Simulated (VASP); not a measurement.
# Ba2S (CdCl2 type) (R-3m) in VASP: a series of runs

The runs below take Ba2S (CdCl2 type) through single point, with PBEsol.

Everything below comes from runs of VASP 6.6.1. Logs are shortened: lines on timing, memory, paths and dates and some standing lists are left out, and cuts for length are marked.

**1. The cell of the first run**

It takes space group R-3m (No. 166, trigonal). The conventional cell has a = 3.474 Å, b = 3.474 Å, c = 18.262 Å, α = 90.00°, β = 90.00°, γ = 120.00°. Within 3.6 Å of S (site symmetry -3m) lie 6 Ba at 2.75 Å and 6 S at 3.47 Å. Ba (site symmetry 3m) has 3 S at 2.75 Å and 9 Ba at 3.07 to 3.47 Å within 3.6 Å.

**2. Single point, PBEsol (volume scaled by 0.5)**

File INCAR:

```
SYSTEM = Ba2S
ALGO     = Normal         ! electronic algorithm
EDIFF    = 1E-7           ! SCF threshold, eV
ENCUT    = 520            ! plane-wave cutoff, eV
GGA      = PS             ! functional
ISIF     = 2              ! what is computed and relaxed
ISMEAR   = -1             ! smearing method
LASPH    = .True.         ! aspherical terms in the spheres
LCHARG   = .False.        ! write CHGCAR
LREAL    = .False.        ! projectors in reciprocal space
LWAVE    = .False.        ! write WAVECAR
NBANDS   = 20             ! bands
NELM     = 100            ! most SCF steps
PREC     = Accurate       ! precision mode
SIGMA    = 0.05           ! smearing width, eV
```

File KPOINTS:

```
k-points
0
Gamma
  9 9 9
  0 0 0
```

File POSCAR:

```
Ba2S
1.0
    1.7368246330     -1.0027561694      6.0872536956
    0.0000000000      2.0055123388      6.0872536956
   -1.7368246330     -1.0027561694      6.0872536956
S Ba
1 2
Direct
    0.0000000000      0.0000000000      0.0000000000
    0.2304174062      0.2304174062      0.2304174062
    0.7695825938      0.7695825938      0.7695825938
```

Potentials or basis: VASP PAW PBE potentials, release 64 (S, Ba_sv).

On the command line:

```bash
> cat potpaw_PBE.64/S/POTCAR potpaw_PBE.64/Ba_sv/POTCAR > POTCAR
> mpirun -np 1 vasp_std > vasp.out
```

OUTCAR:

```text
SYSTEM = Ba2S
   EDIFF = 1E-7
   ENCUT = 520
   GGA = PS
   ISIF = 2
   ISMEAR = -1
   LASPH = .True.
   LREAL = .False.
   NELM = 100
   PREC = Accurate

 ion  position               nearest neighbor table
   1  0.000  0.000  0.000-   3 2.75   3 2.75   2 2.75   2 2.75   2 2.75   3 2.75
   2  0.230  0.230  0.230-   1 2.75   1 2.75   1 2.75   3 3.07   3 3.07   3 3.07   3 4.26   3 4.26
                             3 4.26   3 4.64   3 4.64   3 4.64
   3  0.770  0.770  0.770-   1 2.75   1 2.75   1 2.75   2 3.07   2 3.07   2 3.07   2 4.26   2 4.26
                             2 4.26   2 4.64   2 4.64   2 4.64

  LATTYP: Found a trigonal (rhomboedric) cell.
 ALAT       =     6.4091136123
 COS(alpha) =     0.8531256373

  Lattice vectors:

 A1 = (   1.7368246330,  -1.0027561694,   6.0872536956)
 A2 = (   0.0000000000,   2.0055123388,   6.0872536956)
 A3 = (  -1.7368246330,  -1.0027561694,   6.0872536956)

Analysis of symmetry for initial positions (statically):
=====================================================================
 Subroutine PRICEL returns:
 Original cell was already a primitive cell.

 Routine SETGRP: Setting up the symmetry group for a
 trigonal (rhombohedral) supercell.

 Subroutine GETGRP returns: Found 12 space group operations
 (whereof 12 operations were pure point group operations)
 out of a pool of 12 trial point group operations.

The static configuration has the point symmetry D_3d.

Analysis of symmetry for dynamics (positions and initial velocities):
=====================================================================
 Subroutine PRICEL returns:
 Original cell was already a primitive cell.

 Routine SETGRP: Setting up the symmetry group for a
 trigonal (rhombohedral) supercell.

 Subroutine GETGRP returns: Found 12 space group operations
 (whereof 12 operations were pure point group operations)
 out of a pool of 12 trial point group operations.

The dynamic configuration has the point symmetry D_3d.

 Subroutine INISYM returns: Found 12 space group operations
 (whereof 12 operations are pure point group operations),
 and found     1 'primitive' translations

----------------------------------------------------------------------------------------

                                     Primitive cell

  volume of cell :      63.6098

  direct lattice vectors                    reciprocal lattice vectors
     1.736824633 -1.002756169  6.087253696     0.287881684 -0.166208568  0.054759231
     0.000000000  2.005512339  6.087253696     0.000000000  0.332417135  0.054759231
    -1.736824633 -1.002756169  6.087253696    -0.287881684 -0.166208568  0.054759231

  length of vectors
     6.409113612  6.409113612  6.409113612     0.336897203  0.336897203  0.336897203

  position of ions in fractional coordinates (direct lattice)
     0.000000000  0.000000000  0.000000000
     0.230417406  0.230417406  0.230417406
     0.769582594  0.769582594  0.769582594

  ion indices of the primitive-cell ions
   primitive index   ion index
                 1           1
                 2           2
                 3           3

----------------------------------------------------------------------------------------

 KPOINTS: k-points

Automatic generation of k-mesh.
 Grid dimensions read from file:
 generate k-points for:    9    9    9

 Generating k-lattice:

  Cartesian coordinates                     Fractional coordinates (reciprocal lattice)
     0.031986854 -0.018467619  0.006084359     0.111111111  0.000000000 -0.000000000
     0.000000000  0.036935237  0.006084359     0.000000000  0.111111111  0.000000000
    -0.031986854 -0.018467619  0.006084359    -0.000000000  0.000000000  0.111111111

  Length of vectors
     0.037433023  0.037433023  0.037433023

  Shift w.r.t. Gamma in fractional coordinates (k-lattice)
     0.000000000  0.000000000  0.000000000

 Subroutine IBZKPT returns following result:
 ===========================================

 Found     85 irreducible k-points:

 Following reciprocal coordinates:
            Coordinates               Weight
  0.000000  0.000000  0.000000      1.000000
  0.111111  0.000000  0.000000      6.000000
  0.222222  0.000000 -0.000000      6.000000
  0.333333 -0.000000  0.000000      6.000000
  0.444444  0.000000 -0.000000      6.000000
  0.111111  0.111111  0.000000      6.000000
[... 16 lines left out ...]
 -0.333333  0.333333  0.000000      6.000000
  0.444444  0.444444  0.000000      6.000000
 [... further k-points ...]
   k-points           NKPTS =     85   k-points in BZ     NKDIM =     85   number of bands    NBANDS=     20
   number of dos      NEDOS =    301   number of ions     NIONS =      3
   total plane-waves  NPLWV = 110592
   dimension x,y,z NGX =    48 NGY =   48 NGZ =   48
   dimension x,y,z NGXF=    96 NGYF=   96 NGZF=   96
   ions per type =               1   2
   NGX,Y,Z   is equivalent  to a cutoff of  12.45, 12.45, 12.45 a.u.
   NGXF,Y,Z  is equivalent  to a cutoff of  24.90, 24.90, 24.90 a.u.
 SYSTEM =  Ba2S
   PREC   = accura    normal or accurate (medium, high low for compatibility)
   ISTART =      0    job   : 0-new  1-cont  2-samecut
   ICHARG =      2    charge: 1-file 2-atom 10-const
   ISPIN  =      1    spin polarized calculation?
   LNONCOLLINEAR =      F non collinear calculations
   LSORBIT =      F    spin-orbit coupling
   LASPH  =      T    aspherical Exc in radial PAW
   ENCUT  =  520.0 eV  38.22 Ry    6.18 a.u.  11.92 11.92 11.92*2*pi/ulx,y,z
   NELM   =    100;   NELMIN=  2; NELMDL= -5     # of ELM steps
   EDIFF  = 0.1E-06   stopping-criterion for ELM
   LREAL  =      F    real-space projection
   EDIFFG = 0.1E-05   stopping-criterion for IOM
   NSW    =      0    number of steps for IOM
   IBRION =     -1    ionic relax: 0-MD 1-quasi-New 2-CG
   NFREE  =      0    steps in history (QN), initial steepest desc. (CG)
   ISIF   =      2    stress and relaxation
   ISYM   =      2    0-nonsym 1-usesym 2-fastsym
   POTIM  = 0.5000    time-step for ionic-motion
   TEBEG  =    0.0;   TEEND  =   0.0 temperature during run
   PSTRESS=    0.0 pullay stress
   NELECT =      26.0000    total number of electrons
   NUPDOWN=      -1.0000    fix difference up-down
   EMIN   =  10.00;   EMAX   =-10.00  energy-range for DOS
   EFERMI =   0.00;   METHOD = LEGACY
   ISMEAR =    -1;   SIGMA  =   0.05  broadening in eV -4-tet -1-fermi 0-gaus
   EFERMI_NEDOS =   21; number of points for ismear=-14 and -15
   IALGO  =     38    algorithm
   IMIX   =      4    mixing-type and parameters
     AMIX     =   0.40;   BMIX     =  1.00
     AMIX_MAG =   1.60;   BMIX_MAG =  1.00
  volume/ion in A,a.u.               =      21.20       143.09
  Fermi-wavevector in a.u.,A,eV,Ry     =   1.214949  2.295920 20.083566  1.476100
  Thomas-Fermi vector in A             =   2.350352
   LORBIT       =      0    0 simple, 1 ext, 2 COOP (PROOUT), +10 PAW based schemes
   GGA     = PS    functional components
   LHFCALC =     F    Hartree Fock is set to
   AEXX    =    0.0000 exact exchange contribution
   IVDW    =     0    specifies the selected vdW correction
   LEPSILON=     F    determine dielectric tensor
   LRPA    =     F    only Hartree local field effects (RPA)
 non-spin polarized calculation
  energy-cutoff  :      520.00
  volume of cell :       63.61
 maximum number of plane-waves:      1732
   NGX = 23   NGY = 23   NGZ = 23

 number of electron      26.0000000 magnetization

 Free energy of the ion-electron system (eV)
  ---------------------------------------------------
  ext. energy  EPLUGINS =         0.00000000
  ---------------------------------------------------
  free energy    TOTEN  =        -8.57517983 eV

  energy without entropy =       -8.56464097  energy(sigma->0) =       -8.56991040

 E-fermi :   7.1680     XC(G=0): -11.2622

 val. band max:        7.1648040418   @ k =   0.3333   0.2222   0.1111
 cond. band min:       7.1966478524   @ k =  -0.4444   0.3333   0.1111
 fundamental gap:      0.0318438106
 Fermi energy:         7.1680045146

 k-point     1 :       0.0000    0.0000    0.0000
  band No.  band energies     occupation
      1     -22.1031      2.00000
      2     -20.8603      2.00000
      3      -9.9762      2.00000
      4      -5.6739      2.00000
      5      -5.6739      2.00000
      6      -5.3693      2.00000
[... 12 lines left out ...]
     19       9.9352      0.00000
     20      11.3434      0.00000

 k-point     2 :       0.1111    0.0000    0.0000
  band No.  band energies     occupation
      1     -22.0180      2.00000
      2     -20.8298      2.00000
      3      -9.8157      2.00000
      4      -6.4102      2.00000
      5      -5.8574      2.00000
      6      -5.8073      2.00000
[... 12 lines left out ...]
     19      10.4943      0.00000
     20      11.5119      0.00000

 k-point     3 :       0.2222    0.0000   -0.0000
  band No.  band energies     occupation
      1     -21.7837      2.00000
      2     -20.7616      2.00000
      3      -9.3561      2.00000
      4      -7.4669      2.00000
      5      -7.0722      2.00000
      6      -6.1055      2.00000
[... 12 lines left out ...]
     19      11.1824      0.00000
     20      11.9010      0.00000

 k-point     4 :       0.3333   -0.0000    0.0000
  band No.  band energies     occupation
      1     -21.4665      2.00000
      2     -20.7164      2.00000
      3      -8.7752      2.00000
      4      -8.2493      2.00000
      5      -8.1133      2.00000
      6      -6.3989      2.00000
[... 12 lines left out ...]
     19      12.8211      0.00000
     20      12.8657      0.00000

 k-point     5 :       0.4444    0.0000   -0.0000
  band No.  band energies     occupation
      1     -21.1915      2.00000
      2     -20.7429      2.00000
      3      -8.9624      2.00000
      4      -8.7609      2.00000
      5      -7.7786      2.00000
      6      -6.5720      2.00000
[... 12 lines left out ...]
     19      14.1687      0.00000
     20      14.7460      0.00000
[... 353 lines left out ...]
      6      -6.9737      2.00000
[... 12 lines left out ...]
     19      13.4834      0.00000
     20      14.1656      0.00000

 k-point    22 :      -0.4444    0.3333    0.0000
  band No.  band energies     occupation
      1     -21.0577      2.00000
      2     -20.7623      2.00000
      3      -9.2807      2.00000
      4      -8.4786      2.00000
      5      -7.7574      2.00000
      6      -6.4701      2.00000
[... 12 lines left out ...]
     19      13.4959      0.00000
     20      13.6434      0.00000

 k-point    23 :      -0.3333    0.3333    0.0000
  band No.  band energies     occupation
      1     -20.8759      2.00000
      2     -20.8759      2.00000
      3      -8.9912      2.00000
      4      -8.3424      2.00000
      5      -8.2285      2.00000
      6      -6.6892      2.00000
[... 12 lines left out ...]
     19      13.3125      0.00000
     20      13.5015      0.00000

 k-point    24 :       0.4444    0.4444    0.0000
  band No.  band energies     occupation
      1     -21.2000      2.00000
      2     -20.7302      2.00000
      3      -9.6361      2.00000
      4      -8.6619      2.00000
      5      -6.6759      2.00000
      6      -6.6678      2.00000
[... 12 lines left out ...]
     19      13.2445      0.00000
     20      14.6572      0.00000

 [... further k-points ...]
[... 5 lines left out ...]
  --------------------------------------------------------------------------------------
  -------------------------------------------------------------------------------------
  Total       14.3528275     14.3528275     14.6174249      0.0000000      0.0000000     -0.0000000
  in kB      361.5131358    361.5131358    368.1777061      0.0000000      0.0000000     -0.0000000
  external PRESSURE =     363.7346592 kB  Pullay stress =       0.0000000 kB

 VOLUME and BASIS-vectors are now :
 -----------------------------------------------------------------------------
  energy-cutoff  :      520.00
  volume of cell :       63.61
      direct lattice vectors                 reciprocal lattice vectors
     1.736824633 -1.002756169  6.087253696     0.287881684 -0.166208568  0.054759231
     0.000000000  2.005512339  6.087253696     0.000000000  0.332417135  0.054759231
    -1.736824633 -1.002756169  6.087253696    -0.287881684 -0.166208568  0.054759231

 POSITION                                       TOTAL-FORCE (eV/Angst)
 -----------------------------------------------------------------------------------
      0.00000      0.00000      0.00000         0.000000     -0.000000      0.000000
      0.00000      0.00000      4.20783         0.000000      0.000000      0.324955
      0.00000      0.00000     14.05393         0.000000      0.000000     -0.324955
 -----------------------------------------------------------------------------------
    total drift:                               -0.000000     -0.000000      0.000000

  FREE ENERGIE OF THE ION-ELECTRON SYSTEM (eV)
  ---------------------------------------------------
  free  energy   TOTEN  =        -8.5751798287 eV

  energy  without entropy=       -8.5646409714  energy(sigma->0) =       -8.56991040
```

Run time: 5.7 min. Hardware: 1 thread of Intel Xeon Platinum 8488C (Sapphire Rapids), shared host; peak memory 0.36 GiB.

What came out:

```yaml
Free_energy: -8.5752 eV
Pressure: 36.4 GPa
Largest_force: 0.325 eV/Å
Band_gap_on_the_k_mesh: zero (band 13 reaches 7.46 eV, above the bottom of band 14 at 6.56 eV)
```

Forces on the atoms (eV/Å):
```
S    0.000  0.000  0.000
Ba   0.000  0.000  0.325
Ba   0.000  0.000 -0.325
```

Levels at points of the mesh, in eV from the Fermi level:
```
           k point  band 11  band 12  band 13  band 14  band 15  band 16
(0.00, 0.00, 0.00)    -2.68    -2.68    -0.22    -0.10     1.50     1.50
```

Caveat: the PAW data sets were made with another functional, which shifts forces and pressure a little; spin-orbit coupling is left out, which moves the levels of the heavy elements.

[end of part 1 of 2]
